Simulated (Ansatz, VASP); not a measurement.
# One calculation of Ge2P, two programs

```xyz
3
Lattice="4.5851 0.0000 0.0000 -2.2925 3.9708 0.0000 0.0000 0.0000 2.9544" Properties=species:S:1:pos:R:3 pbc="T T T"
Ge    0.0000    2.6472    1.4772
Ge    2.2925    1.3236    1.4772
P     0.0000    0.0000    0.0000
```

Change from the starting cell: species swapped into the LuSi2 type (P6/mmm, No. 191).

Alike in both runs: task relaxation of cell and atoms; functional PBE; k mesh 12 × 12 × 16; occupations gaussian, width 0.1 eV; no spin polarisation.

```csv
,VASP,Ansatz
version,VASP 6.6.1,Ansatz 0.2.0
potentials or method,"VASP PAW PBE potentials, release 64 (Ge_d, P), cutoff 600 eV","scalar-relativistic, plane waves, PAW"
valence electrons in the cell,33,33
```

Ansatz gave:

| Item | Value |
| --- | --- |
| gap on the k mesh at the Fermi level, each at its own relaxed structure (eV) | none |
| relaxed volume (Å³/atom) | 17.81 |
| relaxed length of the cell vector where the two differ most in proportion (Å) | 2.732 |

What did VASP give for the same quantities?

gap on the k mesh at the Fermi level, each at its own relaxed structure (eV): none; relaxed volume (Å³/atom): 17.80; relaxed length of the cell vector where the two differ most in proportion (Å): 2.731.

A gap of «none» marks a metal or a gap that the smearing closes.

Noted on VASP's run: too few bands were computed for a metal, which touches its energy and stress.
